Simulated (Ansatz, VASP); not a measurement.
# One calculation of SnSe, two programs

Contents of INCAR:

```
ALGO     = Normal         # electronic algorithm
EDIFF    = 1E-6           # SCF threshold, eV
ENCUT    = 500            # plane-wave cutoff, eV
GGA_COMPAT= F            
ISIF     = 2              # what is computed and relaxed
ISMEAR   = 0              # smearing method
LASPH    = T              # aspherical terms in the spheres
LCHARG   = T              # write CHGCAR
LELF     = T              # ELF
LREAL    = F              # projectors in reciprocal space
LVHAR    = T            
LWAVE    = F              # write WAVECAR
NBANDS   = 28             # bands
NELM     = 120            # most SCF steps
PREC     = Accurate       # precision mode
SIGMA    = 0.05           # smearing width, eV
```

KPOINTS

```
k-points
0
Gamma
  6 6 4
```

Contents of POSCAR:

```
SnSe
1.0
    4.1898989379      0.0000000000      0.0000000000
    0.0000000000      4.1898989379      0.0000000000
    0.0000000000      0.0000000000     10.9796229414
Sn Se
2 2
Direct
    0.5000000000      0.0000000000      0.3963788956
    0.0000000000      0.5000000000      0.6218366662
    0.5000000000      0.0000000000      0.6217782129
    0.0000000000      0.5000000000      0.3782217871
```

Input for Ansatz:

```yaml
crystal:
  lattice:
    - [4.1898989379, 0.0, 0.0]
    - [0.0, 4.1898989379, 0.0]
    - [0.0, 0.0, 10.9796229414]
  atoms:
    - { symbol: Sn, position: [0.5, 0.0, 0.3963788956] }
    - { symbol: Sn, position: [0.0, 0.5, 0.6218366662] }
    - { symbol: Se, position: [0.5, 0.0, 0.6217782129] }
    - { symbol: Se, position: [0.0, 0.5, 0.3782217871] }
basis:
  ecutwfc: 420
kpoints:
  mp_grid: { grid: [6, 6, 4] }
hamiltonian:
  xc: lda
scf:
  occupations: { method: gaussian, width: 0.05 }
output:
  forces: true
  stress: true
  eigenvalues: true
  write_density: true
  write_potential: true
  elf: true
  volumetric_format: npy
```

Alike in both runs: task single point; functional LDA; k mesh 6 × 6 × 4; occupations gaussian, width 0.05 eV; no spin polarisation.

|  | VASP | Ansatz |
| --- | --- | --- |
| version | VASP 6.6.1 | Ansatz 0.2.0 |
| potentials or method | VASP PAW LDA potentials, release 64 (Sn_d, Se), cutoff 500 eV | scalar-relativistic, plane waves, PAW |
| valence electrons in the cell | 40 | 60 |

```csv
,VASP,Ansatz,Ansatz less VASP
gap on the k mesh at the Fermi level (eV),1.26,1.28,+0.020
least direct gap on the mesh (eV),1.26,1.28,+0.020
rms of the force components (eV/Å),0.736,0.721,-0.0150
```

LDA's correlation is that of Perdew and Zunger in VASP and of Perdew and Wang (1992) in Ansatz. Atom by atom the forces differ by 0.019 eV/Å (rms over components). VASP's potentials hold 40 valence electrons a cell and Ansatz's 60, so a difference there can come from the potentials and not from the codes. Ansatz's warnings: xc potential rough in thin density.
